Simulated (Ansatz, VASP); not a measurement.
Sc in VASP and in Ansatz

File INCAR:

```
ALGO = Normal ; EDIFF = 1E-8
ENCUT = 520 ; GGA = PE
ISIF = 2 ; ISMEAR = -1
LASPH = True ; LCHARG = False
LEFG = True ; LREAL = False
LWAVE = False ; NBANDS = 18
NELM = 60 ; PREC = Accurate
SIGMA = 0.05
```

The input KPOINTS:

```
k-points
0
Gamma
  15 15 8
```

Contents of POSCAR:

```
Sc
1.0
    3.2970938753      0.0000000000      0.0000000000
   -1.6485469377      2.8553670546      0.0000000000
    0.0000000000      0.0000000000      5.1331686426
Sc
2
Direct
    0.3333333333      0.6666666667      0.2500000000
    0.6666666667      0.3333333333      0.7500000000
```

Input for Ansatz:

```yaml
crystal:
  lattice:
    - [3.2970938753, 0.0, 0.0]
    - [-1.6485469377, 2.8553670546, 0.0]
    - [0.0, 0.0, 5.1331686426]
  atoms:
    - { symbol: Sc, position: [0.3333333333, 0.6666666667, 0.25] }
    - { symbol: Sc, position: [0.6666666667, 0.3333333333, 0.75] }
kpoints:
  mp_grid: { grid: [15, 15, 8] }
scf:
  occupations: { method: fermi_dirac, width: 0.05 }
hamiltonian:
  xc: pbe
  pseudopotentials: { kind: paw }
output:
  forces: true
  stress: true
  eigenvalues: true
  efg: { contact_densities: true }
```

Change from the starting cell: volume scaled by 0.98, PAW files.

Alike in both runs: task electric field gradients; functional PBE; k mesh 15 × 15 × 8; occupations fermi-dirac, width 0.05 eV; no spin polarisation.

|  | VASP | Ansatz |
| --- | --- | --- |
| version | VASP 6.6.1 | Ansatz 0.2.0 |
| potentials or method | VASP PAW PBE potentials, release 64 (Sc_sv) | PAW with Ansatz's default frozen-core files, scalar-relativistic |
| plane-wave cutoff (eV) | 520 | 420 |
| valence electrons in the cell | 22 | 22 |

|  | VASP | Ansatz | Ansatz less VASP |
| --- | --- | --- | --- |
| pressure (GPa) | 1.1 | 1.1 | -0.03 |
| traceless stress, the component that is largest in VASP (GPa) | -0.06 | -0.06 | -0.005 |
| size of Vzz on the site where it differs most (V/Å²) | 14.9 | 14.0 | -0.85 |

The functional is the same, so the differences come from potentials, cutoffs and numerics.
